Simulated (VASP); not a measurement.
BN: single point with PBEsol

Crystal: BN.

```
B N
1.0
     0.00000    3.23814    2.16273
     1.25097    0.00000    2.16273
     1.25097    3.23814    0.00000
B N
1 1
Direct
  0.00015 0.00015 0.99985
  0.66655 0.66655 0.33345
```

```json
{
 "Program": "VASP 6.6.1",
 "Task": "single point",
 "Functional": "PBEsol",
 "Potentials or basis": "VASP PAW PBE potentials, release 64 (B, N)",
 "Cutoff": "520 eV",
 "k mesh": "12 × 12 × 12",
 "Occupations": "gaussian, width 0.02 eV",
 "Spin": "no spin polarisation"
}
```

| Property | Result |
| --- | --- |
| Pressure | 2.3 GPa |
| Band gap on the k mesh | 3.36 eV (least direct gap 4.48 eV) |

Forces in eV/Å, atoms in the order of the input:
```
B    0.000  0.000 -0.002
N    0.000  0.000  0.002
```

Stress tensor (GPa, compression positive):
```
2.51 0.00 0.00
0.00 1.78 0.00
0.00 0.00 2.53
```

Levels at points of the mesh, in eV from the valence-band top:
```csv
k point,band 1,band 2,band 3,band 4,band 5,band 6,band 7,band 8
"(0.00, 0.00, 0.00)",-18.01,-4.18,-1.46,-1.46,5.01,11.39,11.52,13.06
"(0.50, 0.00, 0.00)",-14.70,-9.10,-4.28,-1.12,4.41,9.76,13.47,16.32
"(0.50, 0.50, 0.00)",-14.78,-9.26,-4.28,-0.33,6.08,9.30,12.18,14.04
"(0.50, 0.00, 0.50)",-17.65,-6.62,-1.51,-1.44,10.23,11.32,11.44,12.37
"(0.00, 0.50, 0.50)",-14.58,-8.92,-4.36,-1.81,3.36,9.71,14.83,19.17
```

Run time: 90 s on 1 thread of Intel Xeon 8259CL, with other jobs on the host, peak memory 0.18 GiB.

Caveat: the PAW data sets were made with another functional, which shifts forces and pressure a little. A k mesh can miss the band edges.
